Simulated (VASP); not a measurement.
Set up this calculation in VASP 6.6.1, as the native input.

```yaml
Task: relaxation of cell and atoms
Functional: r2SCAN
Potentials_or_basis: VASP PAW PBE potentials, release 64 (Cd, S)
Cutoff: 600 eV
k_mesh: 8 × 8 × 8
Occupations: gaussian, width 0.01 eV
Spin: no spin polarisation
Target_pressure: 7 GPa
Dipole_correction: no
Further_INCAR_settings: ALGO = Normal; EDIFF = 1e-06; IBRION = 2; EDIFFG = -0.002; NSW = 100; ISIF = 3
```

The system is CdS.

```
CELL_PARAMETERS angstrom
0.00000 2.72688 2.72688
2.72688 0.00000 2.72688
2.72688 2.72688 0.00000
ATOMIC_POSITIONS crystal
Cd 0.00000 0.00000 0.00000
S 0.50000 0.50000 0.50000
```

These files were run (other wordings do the same):

POSCAR

```
CdS
1.0
    0.0000000000      2.7268811899      2.7268811899
    2.7268811899      0.0000000000      2.7268811899
    2.7268811899      2.7268811899      0.0000000000
Cd S
1 1
Direct
    0.0000000000      0.0000000000      0.0000000000
    0.5000000000      0.5000000000      0.5000000000
```

INCAR.step1

```
  PREC = Accurate
  ENCUT = 600
  ISMEAR = 0
  SIGMA = 0.01
  LREAL = F
  LASPH = T
  NELM = 100
  GGA = PE
  ALGO = Normal
  EDIFF = 1E-4
  LWAVE = T
  LCHARG = F
```

INCAR.step2

```
  PREC = Accurate
  ENCUT = 600
  EDIFF = 1E-6
  ISMEAR = 0
  SIGMA = 0.01
  LREAL = F
  LASPH = T
  NELM = 100
  ALGO = Normal
  ISIF = 3
  LWAVE = F
  LCHARG = F
  METAGGA = R2SCAN
  LMIXTAU = T
  IBRION = 2
  NSW = 100
  EDIFFG = -0.002
  PSTRESS = 70.0
  ISTART = 1
```

KPOINTS

```
Automatic mesh
0
Gamma
  8 8 8
```

Potentials or basis: VASP PAW PBE potentials, release 64 (Cd, S).

Launch:

```bash
$ cat potpaw_PBE.64/Cd/POTCAR potpaw_PBE.64/S/POTCAR > POTCAR
$ cp INCAR.step1 INCAR
$ mpirun -np 1 vasp_std > vasp.out
$ cp INCAR.step2 INCAR
$ mpirun -np 1 vasp_std > vasp.out
```

Results of the run:

* Relaxed volume: 18.97 Å³/atom
* Relaxed cell: a = 3.772 Å, b = 3.772 Å, c = 3.772 Å, α = 60.00°, β = 60.00°, γ = 60.00°
* Space group after relaxing (to 0.1 Å): Fm-3m (No. 225)
* Energy change on relaxing (the run minimises the enthalpy): +28.6 meV/atom
* Ionic steps: 6
* Pressure after relaxing: 7.0 GPa
* Band gap on the k mesh: 0.72 eV (least direct gap 2.86 eV)

Caveat: the cell is relaxed towards a set pressure, so the run minimises the enthalpy, not the energy; the PAW data sets were made with another functional, which shifts forces and pressure a little.

It took 6.3 min on 1 thread of Intel Xeon 8259CL (shared host), peak memory 0.21 GiB.
